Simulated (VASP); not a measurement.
# SnS2 in VASP: further runs, part 2 of 2

VASP 6.6.1. Earlier steps stand in the parts before.

## Step 3: Single point, PBEsol

This run uses another cell than the first one.

INCAR

```
PREC = Accurate
ENCUT = 400
EDIFF = 1E-6
ISMEAR = 0
SIGMA = 0.05
LREAL = False
LASPH = True
NELM = 120
ALGO = Normal
ISIF = 2
LWAVE = False
LCHARG = False
LDIPOL = True
IDIPOL = 3
DIPOL = 0.5 0.5 0.500
GGA = PS
NBANDS = 107
GGA_COMPAT = False
NELMDL = -8
```

KPOINTS

```
Automatic mesh
0
Gamma
  5 4 1
```

POSCAR

```
SnS2
1.0
    6.0589188786      0.0000000000      0.0000000000
    0.0000000000      6.3242618826      0.0000000000
    0.0000000000      0.0000000000     25.9539429010
Sn S
7 14
Direct
    0.0000000000      0.5000000000      0.2889734338
    0.0000000000      0.0000000000      0.3593156225
    0.0000000000      0.5000000000      0.4296578113
    0.0000000000      0.0000000000      0.5000000000
    0.0000000000      0.5000000000      0.5703421887
    0.0000000000      0.0000000000      0.6406843775
    0.0000000000      0.5000000000      0.7110265662
    0.7567569599      0.8333333333      0.2889734338
    0.2432430401      0.1666666667      0.2889734338
    0.7567569599      0.3333333333      0.3593156225
    0.2432430401      0.6666666667      0.3593156225
    0.7567569599      0.8333333333      0.4296578113
    0.2432430401      0.1666666667      0.4296578113
    0.7567569599      0.3333333333      0.5000000000
    0.2432430401      0.6666666667      0.5000000000
    0.7567569599      0.8333333333      0.5703421887
    0.2432430401      0.1666666667      0.5703421887
    0.7567569599      0.3333333333      0.6406843775
    0.2432430401      0.6666666667      0.6406843775
    0.7567569599      0.8333333333      0.7110265662
    0.2432430401      0.1666666667      0.7110265662
```

Potentials or basis: VASP PAW PBE potentials, release 64 (Sn_d, S).

Run with:

```bash
$ cat potpaw_PBE.64/Sn_d/POTCAR potpaw_PBE.64/S/POTCAR > POTCAR
$ mpirun -np 1 vasp_std > vasp.out
```

OUTCAR:

```text
PREC = Accurate
   ENCUT = 400
   EDIFF = 1E-6
   ISMEAR = 0
   LREAL = False
   LASPH = True
   NELM = 120
   ISIF = 2
   GGA = PS
   NELMDL = -8

 ion  position               nearest neighbor table
   1  0.000  0.500  0.289-  10 2.57  11 2.57   8 2.57   9 2.57   2 3.65   2 3.65   3 3.65
   2  0.000  0.000  0.359-   8 2.57   9 2.57  10 2.57  11 2.57  12 2.57  13 2.57   1 3.65   1 3.65
                             4 3.65   3 3.65   3 3.65
   3  0.000  0.500  0.430-  14 2.57  15 2.57  12 2.57  13 2.57  10 2.57  11 2.57   5 3.65   4 3.65
                             4 3.65   1 3.65   2 3.65   2 3.65
   4  0.000  0.000  0.500-  12 2.57  13 2.57  16 2.57  17 2.57  14 2.57  15 2.57   3 3.65   5 3.65
                             3 3.65   5 3.65   2 3.65   6 3.65
   5  0.000  0.500  0.570-  14 2.57  15 2.57  16 2.57  17 2.57  18 2.57  19 2.57   3 3.65   4 3.65
                             4 3.65   7 3.65   6 3.65   6 3.65
   6  0.000  0.000  0.641-  20 2.57  21 2.57  18 2.57  19 2.57  16 2.57  17 2.57   7 3.65   7 3.65
                             4 3.65   5 3.65   5 3.65
   7  0.000  0.500  0.711-  18 2.57  19 2.57  20 2.57  21 2.57   6 3.65   6 3.65   5 3.65
   8  0.757  0.833  0.289-   2 2.57   1 2.57
   9  0.243  0.167  0.289-   2 2.57   1 2.57
  10  0.757  0.333  0.359-   1 2.57   2 2.57   3 2.57
  11  0.243  0.667  0.359-   1 2.57   2 2.57   3 2.57
  12  0.757  0.833  0.430-   4 2.57   3 2.57   2 2.57
  13  0.243  0.167  0.430-   4 2.57   3 2.57   2 2.57
  14  0.757  0.333  0.500-   3 2.57   5 2.57   4 2.57
  15  0.243  0.667  0.500-   3 2.57   5 2.57   4 2.57
  16  0.757  0.833  0.570-   4 2.57   5 2.57   6 2.57
  17  0.243  0.167  0.570-   4 2.57   5 2.57   6 2.57
  18  0.757  0.333  0.641-   7 2.57   6 2.57   5 2.57
  19  0.243  0.667  0.641-   7 2.57   6 2.57   5 2.57
  20  0.757  0.833  0.711-   6 2.57   7 2.57
  21  0.243  0.167  0.711-   6 2.57   7 2.57

  LATTYP: Found a simple orthorhombic cell.
 ALAT       =     6.0589188786
 B/A-ratio  =     1.0437937872
 C/A-ratio  =     4.2835930669

  Lattice vectors:

 A1 = (   6.0589188786,   0.0000000000,   0.0000000000)
 A2 = (   0.0000000000,   6.3242618826,   0.0000000000)
 A3 = (   0.0000000000,   0.0000000000,  25.9539429010)

Analysis of symmetry for initial positions (statically):
=====================================================================
 Subroutine PRICEL returns:
 Original cell was already a primitive cell.

 Routine SETGRP: Setting up the symmetry group for a
 simple orthorhombic supercell.

 Subroutine GETGRP returns: Found  4 space group operations
 (whereof  4 operations were pure point group operations)
 out of a pool of  8 trial point group operations.

The static configuration has the point symmetry C_2h.

Analysis of symmetry for dynamics (positions and initial velocities):
=====================================================================
 Subroutine PRICEL returns:
 Original cell was already a primitive cell.

 Routine SETGRP: Setting up the symmetry group for a
 simple orthorhombic supercell.

 Subroutine GETGRP returns: Found  4 space group operations
 (whereof  4 operations were pure point group operations)
 out of a pool of  8 trial point group operations.

The dynamic configuration has the point symmetry C_2h.

 Subroutine INISYM returns: Found  4 space group operations
 (whereof  4 operations are pure point group operations),
 and found     1 'primitive' translations

----------------------------------------------------------------------------------------

[... 106 lines left out ...]
 SYSTEM =  unknown system
   PREC   = accura    normal or accurate (medium, high low for compatibility)
   ISTART =      0    job   : 0-new  1-cont  2-samecut
   ICHARG =      2    charge: 1-file 2-atom 10-const
   ISPIN  =      1    spin polarized calculation?
   LNONCOLLINEAR =      F non collinear calculations
   LSORBIT =      F    spin-orbit coupling
   LASPH  =      T    aspherical Exc in radial PAW
   ENCUT  =  400.0 eV  29.40 Ry    5.42 a.u.   9.88 10.31 42.32*2*pi/ulx,y,z
   NELM   =    120;   NELMIN=  2; NELMDL= -8     # of ELM steps
   EDIFF  = 0.1E-05   stopping-criterion for ELM
   LREAL  =      F    real-space projection
   EDIFFG = 0.1E-04   stopping-criterion for IOM
   NSW    =      0    number of steps for IOM
   IBRION =     -1    ionic relax: 0-MD 1-quasi-New 2-CG
   NFREE  =      0    steps in history (QN), initial steepest desc. (CG)
   ISIF   =      2    stress and relaxation
   ISYM   =      2    0-nonsym 1-usesym 2-fastsym
   POTIM  = 0.5000    time-step for ionic-motion
   TEBEG  =    0.0;   TEEND  =   0.0 temperature during run
   PSTRESS=    0.0 pullay stress
   NELECT =     182.0000    total number of electrons
   NUPDOWN=      -1.0000    fix difference up-down
   EMIN   =  10.00;   EMAX   =-10.00  energy-range for DOS
   EFERMI =   0.00;   METHOD = LEGACY
   ISMEAR =     0;   SIGMA  =   0.05  broadening in eV -4-tet -1-fermi 0-gaus
   EFERMI_NEDOS =   21; number of points for ismear=-14 and -15
   IALGO  =     38    algorithm
   IMIX   =      4    mixing-type and parameters
     AMIX     =   0.40;   BMIX     =  1.00
     AMIX_MAG =   1.60;   BMIX_MAG =  1.00
  volume/ion in A,a.u.               =      47.36       319.58
  Fermi-wavevector in a.u.,A,eV,Ry     =   0.929457  1.756419 11.753935  0.863890
  Thomas-Fermi vector in A             =   2.055741
   LORBIT       =      0    0 simple, 1 ext, 2 COOP (PROOUT), +10 PAW based schemes
   GGA     = PS    functional components
   LHFCALC =     F    Hartree Fock is set to
   AEXX    =    0.0000 exact exchange contribution
   IVDW    =     0    specifies the selected vdW correction
   LEPSILON=     F    determine dielectric tensor
   LRPA    =     F    only Hartree local field effects (RPA)
 non-spin polarized calculation
 Gauss-broadening in eV      SIGMA  =   0.05
  energy-cutoff  :      400.00
  volume of cell :      994.51
 maximum number of plane-waves:     18082
 NGX is ok and might be reduce to    40
   NGX = 19   NGY = 21   NGZ = 85

 dipolmoment           0.000000      0.000000     -0.000000 electrons x Angstroem

 number of electron     182.0000074 magnetization

 dipolmoment           0.000000      0.000000      0.000000 electrons x Angstroem

 Free energy of the ion-electron system (eV)
  ---------------------------------------------------
  ext. energy  EPLUGINS =         0.00000000
  ---------------------------------------------------
  free energy    TOTEN  =       -95.72374581 eV

  energy without entropy =      -95.72286059  energy(sigma->0) =      -95.72330320

 E-fermi :  -0.4732     XC(G=0):  -5.2929

 val. band max:       -0.5438845013   @ k =   0.0000   0.0000   0.0000
 cond. band min:      -0.4160408103   @ k =   0.0000   0.0000   0.0000
 fundamental gap:      0.1278436910
 Fermi energy:        -0.4731910033

 k-point     1 :       0.0000    0.0000    0.0000
  band No.  band energies     occupation
      1     -21.9740      2.00000
      2     -21.9738      2.00000
      3     -21.9309      2.00000
      4     -21.9306      2.00000
      5     -21.8821      2.00000
      6     -21.8818      2.00000
[... 1155 lines left out ...]
    102       3.4261      0.00000
    103       3.9891      0.00000
 [bands above 103 left out]

------------------------ aborting loop because EDIFF is reached ----------------------------------------

 vacuum level on the upper side and lower side of the slab       (xc-potential included)        -0.144        -0.144

  FORCE on cell =-STRESS in cart. coord.  units (eV):
  Direction    XX          YY          ZZ          XY          YZ          ZX
  --------------------------------------------------------------------------------------
  -------------------------------------------------------------------------------------
  Total       -3.8950371    -10.8706261     -3.8100567      6.3085403      0.0000000      0.0000000
  in kB       -6.2750018    -17.5128494     -6.1380962     10.1632155      0.0000000      0.0000000
  external PRESSURE =      -9.9753158 kB  Pullay stress =       0.0000000 kB

 VOLUME and BASIS-vectors are now :
 -----------------------------------------------------------------------------
  energy-cutoff  :      400.00
  volume of cell :      994.51
      direct lattice vectors                 reciprocal lattice vectors
     6.058918879  0.000000000  0.000000000     0.165045946  0.000000000  0.000000000
     0.000000000  6.324261883  0.000000000     0.000000000  0.158121219  0.000000000
     0.000000000  0.000000000 25.953942901     0.000000000  0.000000000  0.038529791

 POSITION                                       TOTAL-FORCE (eV/Angst)
 -----------------------------------------------------------------------------------
      0.00000      3.16213      7.50000         0.000000     -0.000000      1.773388
      0.00000      0.00000      9.32566        -0.000000     -0.000000     -0.538643
      0.00000      3.16213     11.15131        -0.000000     -0.000000      0.111340
      0.00000      0.00000     12.97697         0.000000     -0.000000      0.000000
      0.00000      3.16213     14.80263         0.000000     -0.000000     -0.111340
      0.00000      0.00000     16.62829         0.000000     -0.000000      0.538643
[... 13 lines left out ...]
      4.58513      5.27022     18.45394         0.578340     -0.897141      0.333830
      1.47379      1.05404     18.45394        -0.578340      0.897141      0.333830
 -----------------------------------------------------------------------------------
    total drift:                               -0.000000      0.000000      0.000000

  FREE ENERGIE OF THE ION-ELECTRON SYSTEM (eV)
  ---------------------------------------------------
  free  energy   TOTEN  =       -95.7237458132 eV

  energy  without entropy=      -95.7228605899  energy(sigma->0) =      -95.72330320

 vacuum level on the upper side and lower side of the slab         4.857         4.857
```

Run time: 29 min. Hardware: 1 thread of Intel Xeon 6975P-C (Granite Rapids), shared host; peak memory 0.95 GiB.

What came out:

| Quantity | Value |
| --- | --- |
| Free energy | -95.7237 eV |
| Largest force | 1.773 eV/Å |
| Band gap on the k mesh | 0.13 eV |

Forces in eV/Å, atoms in the order of the input:
```
Sn   0.000  0.000  1.773
Sn   0.000  0.000 -0.539
Sn   0.000  0.000  0.111
Sn   0.000  0.000  0.000
Sn   0.000  0.000 -0.111
Sn   0.000  0.000  0.539
Sn   0.000  0.000 -1.773
S    0.578 -0.897 -0.334
S   -0.578  0.897 -0.334
S   -0.063 -0.070 -0.373
S    0.063  0.070 -0.373
S    0.032 -0.007  0.065
S   -0.032  0.007  0.065
S   -0.058  0.022  0.000
S    0.058 -0.022  0.000
S    0.032 -0.007 -0.065
S   -0.032  0.007 -0.065
S   -0.063 -0.070  0.373
S    0.063  0.070  0.373
S    0.578 -0.897  0.334
S   -0.578  0.897  0.334
```

Levels at points of the mesh, in eV from the valence-band top:
```csv
k point,band 87,band 88,band 89,band 90,band 91,band 92,band 93,band 94,band 95,band 96
"(0.00, 0.00, 0.00)",-0.50,-0.50,-0.45,-0.04,0.00,0.13,0.32,1.68,1.90,1.94
"(0.00, 0.50, 0.00)",-0.53,-0.52,-0.49,-0.18,-0.08,0.71,0.73,1.60,1.61,2.12
```

Caveat: the PAW data sets were made with another functional, which shifts forces and pressure a little; spin-orbit coupling is left out, which moves the levels of the heavy elements.
